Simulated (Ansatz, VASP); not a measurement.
# C: VASP beside Ansatz

POSCAR

```
C
1.0
    0.0000000000      1.7834000000      1.7834000000
    1.7834000000      0.0000000000      1.7834000000
    1.7834000000      1.7834000000      0.0000000000
C
2
Direct
    0.4924823900      0.3883829500      0.4666611300
    0.7575176100      0.8616170500      0.7833388700
```

Contents of INCAR.step1:

```
SYSTEM = C
PREC = Accurate
ENCUT = 520
EDIFF = 1E-5
ISMEAR = -1
SIGMA = 0.05
LREAL = .False.
LASPH = .True.
NELM = 100
ALGO = Normal
ISIF = 2
LWAVE = .True.
GGA = PE
NBANDS = 11
```

File INCAR.step2:

```
SYSTEM = C
PREC = Accurate
ENCUT = 520
EDIFF = 1E-7
ISMEAR = -1
SIGMA = 0.05
LREAL = .False.
LASPH = .True.
NELM = 100
ALGO = Normal
ISIF = 2
LWAVE = .False.
LCHARG = .True.
GGA = PE
LHFCALC = .True.
AEXX = 0.5
HFSCREEN = 0.2
PRECFOCK = Normal
LELF = .True.
LVHAR = .True.
ISTART = 1
NBANDS = 11
```

KPOINTS

```
regular mesh
0
Gamma
  7 7 7
  0 0 0
```

The input input:

```
crystal:
  lattice:
    - [0.0, 1.7834, 1.7834]
    - [1.7834, 0.0, 1.7834]
    - [1.7834, 1.7834, 0.0]
  atoms:
    - { symbol: C, position: [0.49248239, 0.38838295, 0.46666113] }
    - { symbol: C, position: [0.75751761, 0.86161705, 0.78333887] }
hamiltonian:
  xc: { exchange: pbe, correlation: pbe, exx: { coeff: 0.5, omega: 0.2 } }
  pseudopotentials: { kind: paw }
kpoints:
  mp_grid: { grid: [7, 7, 7] }
scf:
  occupations: { method: fermi_dirac, width: 0.05 }
output:
  forces: true
  stress: true
  eigenvalues: true
```

Alike in both runs: task single point; functional PBE-based screened hybrid with a share of 0.5 of exact exchange and HFSCREEN = 0.2; k mesh 7 × 7 × 7; occupations fermi-dirac, width 0.05 eV; no spin polarisation.

```csv
,VASP,Ansatz
version,VASP 6.6.1,Ansatz 0.2.0
potentials or method,"VASP PAW PBE potentials, release 64 (C)",Ansatz PAW
plane-wave cutoff (eV),520,420
valence electrons in the cell,8,8
```

```csv
,VASP,Ansatz,Ansatz less VASP
gap on the k mesh at the Fermi level (eV),none,none,-
rms of the force components (eV/Å),9.010,8.921,-0.0893
```

VASP's potentials were made for PBE, not for PBE-based screened hybrid. Atom by atom the forces differ by 0.092 eV/Å (rms over components). A gap of «none» marks a metal or a gap that the smearing closes. The functional is the same, so the differences come from potentials, cutoffs and numerics.

The k mesh is coarse, so the values compare programs but aren't converged.
